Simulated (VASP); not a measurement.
# C (Fd-3m) in VASP: a series of runs, part 2 of 2

VASP 6.6.1. Earlier steps stand in the parts before.

### Step 3. Relaxation of cell and atoms, PBEsol

This run uses another cell than the first one, of 5.67 Å³/atom, 1.011 times its volume.

The input, INCAR:

```
PREC = Accurate
ENCUT = 600
EDIFF = 1E-7
ISMEAR = 0
SIGMA = 0.02
LREAL = F
LASPH = T
NELM = 120
ALGO = Normal
ISIF = 3
LWAVE = F
LCHARG = F
GGA = PS
IBRION = 2
NSW = 100
EDIFFG = -0.002
GGA_COMPAT = F
NELMIN = 4
```

The input, KPOINTS:

```
regular mesh
0
Gamma
  10 10 10
```

The input, POSCAR:

```
C
1.0
    0.0000000000      1.7835000000      1.7835000000
    1.7835000000      0.0000000000      1.7835000000
    1.7835000000      1.7835000000      0.0000000000
C
2
Direct
    0.0000000000      0.0000000000      0.0000000000
    0.2500000000      0.2500000000      0.2500000000
```

Potentials or basis: VASP PAW PBE potentials, release 64 (C).

Run with:

```
$ cat potpaw_PBE.64/C/POTCAR > POTCAR
$ mpirun -np 1 vasp_std > vasp.out
```

OUTCAR:

```text
PREC = Accurate
   ENCUT = 600
   EDIFF = 1E-7
   ISMEAR = 0
   LREAL = F
   LASPH = T
   NELM = 120
   ISIF = 3
   GGA = PS
   IBRION = 2
   NSW = 100
   EDIFFG = -0.002
   NELMIN = 4

 ion  position               nearest neighbor table
   1  0.000  0.000  0.000-   2 1.54   2 1.54   2 1.54   2 1.54
   2  0.250  0.250  0.250-   1 1.54   1 1.54   1 1.54   1 1.54

  LATTYP: Found a face centered cubic cell.
 ALAT       =     3.5670000000

  Lattice vectors:

 A1 = (   0.0000000000,   1.7835000000,   1.7835000000)
 A2 = (   1.7835000000,   0.0000000000,   1.7835000000)
 A3 = (   1.7835000000,   1.7835000000,   0.0000000000)

Analysis of symmetry for initial positions (statically):
=====================================================================
 Subroutine PRICEL returns:
 Original cell was already a primitive cell.

 Routine SETGRP: Setting up the symmetry group for a
 face centered cubic supercell.

 Subroutine GETGRP returns: Found 48 space group operations
 (whereof 24 operations were pure point group operations)
 out of a pool of 48 trial point group operations.

The static configuration has the point symmetry T_d .
 The point group associated with its full space group is O_h .

Analysis of symmetry for dynamics (positions and initial velocities):
=====================================================================
 Subroutine PRICEL returns:
 Original cell was already a primitive cell.

 Routine SETGRP: Setting up the symmetry group for a
 face centered cubic supercell.

 Subroutine GETGRP returns: Found 48 space group operations
 (whereof 24 operations were pure point group operations)
 out of a pool of 48 trial point group operations.

The dynamic configuration has the point symmetry T_d .
 The point group associated with its full space group is O_h .

 Subroutine INISYM returns: Found 48 space group operations
 (whereof 24 operations are pure point group operations),
 and found     1 'primitive' translations

----------------------------------------------------------------------------------------

                                     Primitive cell

  volume of cell :      11.3462

  direct lattice vectors                    reciprocal lattice vectors
     0.000000000  1.783500000  1.783500000    -0.280347631  0.280347631  0.280347631
     1.783500000  0.000000000  1.783500000     0.280347631 -0.280347631  0.280347631
     1.783500000  1.783500000  0.000000000     0.280347631  0.280347631 -0.280347631

  length of vectors
     2.522249888  2.522249888  2.522249888     0.485576341  0.485576341  0.485576341

  position of ions in fractional coordinates (direct lattice)
     0.000000000  0.000000000  0.000000000
     0.250000000  0.250000000  0.250000000

  ion indices of the primitive-cell ions
   primitive index   ion index
                 1           1
                 2           2

----------------------------------------------------------------------------------------

 KPOINTS: regular mesh

Automatic generation of k-mesh.
 Grid dimensions read from file:
 generate k-points for:   10   10   10

 Generating k-lattice:

  Cartesian coordinates                     Fractional coordinates (reciprocal lattice)
    -0.028034763  0.028034763  0.028034763     0.100000000  0.000000000  0.000000000
     0.028034763 -0.028034763  0.028034763     0.000000000  0.100000000  0.000000000
     0.028034763  0.028034763 -0.028034763     0.000000000  0.000000000  0.100000000

  Length of vectors
     0.048557634  0.048557634  0.048557634

  Shift w.r.t. Gamma in fractional coordinates (k-lattice)
     0.000000000  0.000000000  0.000000000

 Subroutine IBZKPT returns following result:
 ===========================================

 Found     47 irreducible k-points:

 Following reciprocal coordinates:
            Coordinates               Weight
  0.000000  0.000000  0.000000      1.000000
  0.100000  0.000000  0.000000      8.000000
  0.200000  0.000000  0.000000      8.000000
  0.300000  0.000000  0.000000      8.000000
  0.400000  0.000000  0.000000      8.000000
  0.500000  0.000000  0.000000      4.000000
[... 16 lines left out ...]
  0.300000  0.300000  0.000000      6.000000
  0.400000  0.300000  0.000000     24.000000
 [... further k-points ...]
   k-points           NKPTS =     47   k-points in BZ     NKDIM =     47   number of bands    NBANDS=      8
   number of dos      NEDOS =    301   number of ions     NIONS =      2
   total plane-waves  NPLWV =   8000
   dimension x,y,z NGX =    20 NGY =   20 NGZ =   20
   dimension x,y,z NGXF=    40 NGYF=   40 NGZF=   40
   ions per type =               2
   NGX,Y,Z   is equivalent  to a cutoff of  13.18, 13.18, 13.18 a.u.
   NGXF,Y,Z  is equivalent  to a cutoff of  26.36, 26.36, 26.36 a.u.
 SYSTEM =  unknown system
   PREC   = accura    normal or accurate (medium, high low for compatibility)
   ISTART =      0    job   : 0-new  1-cont  2-samecut
   ICHARG =      2    charge: 1-file 2-atom 10-const
   ISPIN  =      1    spin polarized calculation?
   LNONCOLLINEAR =      F non collinear calculations
   LSORBIT =      F    spin-orbit coupling
   LASPH  =      T    aspherical Exc in radial PAW
   ENCUT  =  600.0 eV  44.10 Ry    6.64 a.u.   5.04  5.04  5.04*2*pi/ulx,y,z
   NELM   =    120;   NELMIN=  4; NELMDL= -5     # of ELM steps
   EDIFF  = 0.1E-06   stopping-criterion for ELM
   LREAL  =      F    real-space projection
   EDIFFG = -.2E-02   stopping-criterion for IOM
   NSW    =    100    number of steps for IOM
   IBRION =      2    ionic relax: 0-MD 1-quasi-New 2-CG
   NFREE  =      1    steps in history (QN), initial steepest desc. (CG)
   ISIF   =      3    stress and relaxation
   ISYM   =      2    0-nonsym 1-usesym 2-fastsym
   POTIM  = 0.5000    time-step for ionic-motion
   TEBEG  =    0.0;   TEEND  =   0.0 temperature during run
   PSTRESS=    0.0 pullay stress
   NELECT =       8.0000    total number of electrons
   NUPDOWN=      -1.0000    fix difference up-down
   EMIN   =  10.00;   EMAX   =-10.00  energy-range for DOS
   EFERMI =   0.00;   METHOD = LEGACY
   ISMEAR =     0;   SIGMA  =   0.02  broadening in eV -4-tet -1-fermi 0-gaus
   EFERMI_NEDOS =   21; number of points for ismear=-14 and -15
   IALGO  =     38    algorithm
   IMIX   =      4    mixing-type and parameters
     AMIX     =   0.40;   BMIX     =  1.00
     AMIX_MAG =   1.60;   BMIX_MAG =  1.00
  volume/ion in A,a.u.               =       5.67        38.28
  Fermi-wavevector in a.u.,A,eV,Ry     =   1.457097  2.753514 28.886949  2.123131
  Thomas-Fermi vector in A             =   2.573938
   LORBIT       =      0    0 simple, 1 ext, 2 COOP (PROOUT), +10 PAW based schemes
   GGA     = PS    functional components
   LHFCALC =     F    Hartree Fock is set to
   AEXX    =    0.0000 exact exchange contribution
   IVDW    =     0    specifies the selected vdW correction
   LEPSILON=     F    determine dielectric tensor
   LRPA    =     F    only Hartree local field effects (RPA)
 conjugate gradient relaxation of ions
 non-spin polarized calculation
 Gauss-broadening in eV      SIGMA  =   0.02
  energy-cutoff  :      600.00
  volume of cell :       11.35
 maximum number of plane-waves:       392
   NGX =  9   NGY =  9   NGZ =  9

--------------------------------------- Ionic step        1  -------------------------------------------

 number of electron       7.9999999 magnetization

 Free energy of the ion-electron system (eV)
  ---------------------------------------------------
  ext. energy  EPLUGINS =         0.00000000
  ---------------------------------------------------
  free energy    TOTEN  =       -19.25314447 eV

  energy without entropy =      -19.25314447  energy(sigma->0) =      -19.25314447

 E-fermi :   9.8654     XC(G=0): -13.4317

 val. band max:        9.7049728677   @ k =   0.0000   0.0000   0.0000
 cond. band min:      13.7404235685   @ k =   0.4000   0.4000   0.0000
 fundamental gap:      4.0354507008
 Fermi energy:         9.8653960425

 k-point     1 :       0.0000    0.0000    0.0000
  band No.  band energies     occupation
      1     -11.8134      2.00000
      2       9.7050      2.00000
      3       9.7050      2.00000
      4       9.7050      2.00000
      5      15.2438      0.00000
      6      15.2438      0.00000
      7      15.2438      0.00000
      8      23.0682      0.00000
[... 322 lines left out ...]
  energy  without entropy=      -19.2521237712  energy(sigma->0) =      -19.25212377

--------------------------------------- Ionic step        3  -------------------------------------------

 number of electron       7.9999999 magnetization

 Free energy of the ion-electron system (eV)
  ---------------------------------------------------
  ext. energy  EPLUGINS =         0.00000000
  ---------------------------------------------------
  free energy    TOTEN  =       -19.25477868 eV

  energy without entropy =      -19.25477868  energy(sigma->0) =      -19.25477868

 E-fermi :  10.0414     XC(G=0): -13.4820

 val. band max:        9.8527719315   @ k =   0.0000   0.0000   0.0000
 cond. band min:      13.9103190791   @ k =   0.4000   0.4000   0.0000
 fundamental gap:      4.0575471476
 Fermi energy:        10.0414055946

 k-point     1 :       0.0000    0.0000    0.0000
  band No.  band energies     occupation
      1     -11.8030      2.00000
      2       9.8528      2.00000
      3       9.8528      2.00000
      4       9.8528      2.00000
      5      15.4196      0.00000
      6      15.4196      0.00000
      7      15.4196      0.00000
      8      23.4488      0.00000
[... 282 lines left out ...]
  FREE ENERGIE OF THE ION-ELECTRON SYSTEM (eV)
  ---------------------------------------------------
  free  energy   TOTEN  =       -19.2547786802 eV

  energy  without entropy=      -19.2547786802  energy(sigma->0) =      -19.25477868

 reached required accuracy - stopping structural energy minimisation
```

CONTCAR:

```text
C
   1.00000000000000
     0.0000000000000000    1.7774520235366718    1.7774520235366718
     1.7774520235366718    0.0000000000000000    1.7774520235366718
     1.7774520235366718    1.7774520235366718    0.0000000000000000
  C
     2
Direct
     0.0000000000000000    0.0000000000000000    0.0000000000000000
     0.2500000000000000    0.2500000000000000    0.2500000000000000

  0.00000000E+00  0.00000000E+00  0.00000000E+00
  0.00000000E+00  0.00000000E+00  0.00000000E+00
```

Run time: 12 s. Hardware: 1 thread of Intel Xeon 8259CL, shared host; peak memory 0.12 GiB.

Results:

- Free energy: -19.2548 eV
- Relaxed volume: 5.62 Å³/atom
- Relaxed cell: a = 2.514 Å, b = 2.514 Å, c = 2.514 Å, α = 60.00°, β = 60.00°, γ = 60.00°
- Space group after relaxing (to 0.05 Å): Fd-3m (No. 227)
- Energy gained by relaxing: 0.8 meV/atom
- Ionic steps: 3
- Pressure after relaxing: 0.0 GPa
- Band gap on the k mesh: 4.06 eV, indirect (least direct gap 5.57 eV)

The path:
| step | energy change (eV) | largest force (eV/Å) | pressure (GPa) | volume (Å³) |
| --- | --- | --- | --- | --- |
| 1 | 0.0000 | 0.0000 | -4.50 | 11.35 |
| 2 | 0.0010 | 0.0000 | 5.96 | 11.09 |
| 3 | -0.0016 | 0.0000 | -0.01 | 11.23 |

Final structure:
```
C
1.0
     0.00000    1.77745    1.77745
     1.77745    0.00000    1.77745
     1.77745    1.77745    0.00000
C
2
Direct
  0.00000 0.00000 0.00000
  0.25000 0.25000 0.25000
```

Caveat: the PAW data sets were made with another functional, which shifts forces and pressure a little.
